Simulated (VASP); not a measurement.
Mg4O, 5 atoms in the cell. The cell holds a slab with vacuum, 5 atoms: a = 3.147 Å, b = 5.039 Å, c = 20.585 Å, α = 90.00°, β = 90.00°, γ = 90.00°. 

```yaml
Program: VASP 6.6.1
Task: single point
Functional: LDA
Potentials_or_basis: VASP PAW LDA potentials, release 64 (Mg, O)
Cutoff: 520 eV
k_mesh: 8 × 5 × 1
Occupations: gaussian, width 0.1 eV
Spin: no spin polarisation
Dipole_correction: yes
Further_INCAR_settings: ALGO = Normal; EDIFF = 1e-06; NBANDS = 15
```

Potentials or basis: VASP PAW LDA potentials, release 64 (Mg, O).

Command:

```sh
$ cat potpaw_LDA.64/Mg/POTCAR potpaw_LDA.64/O/POTCAR > POTCAR
$ mpirun -np 1 vasp_std > vasp.out
```

Hardware: 1 thread of Intel(R) Xeon(R) 6975P-C (Granite Rapids) (shared host).

Q: How long does it take, and how much memory?

A: Wall time 98 s on 1 thread of Intel(R) Xeon(R) 6975P-C (Granite Rapids) (shared host), peak memory 0.35 GiB. Counts: scf iterations 27, k points 21.
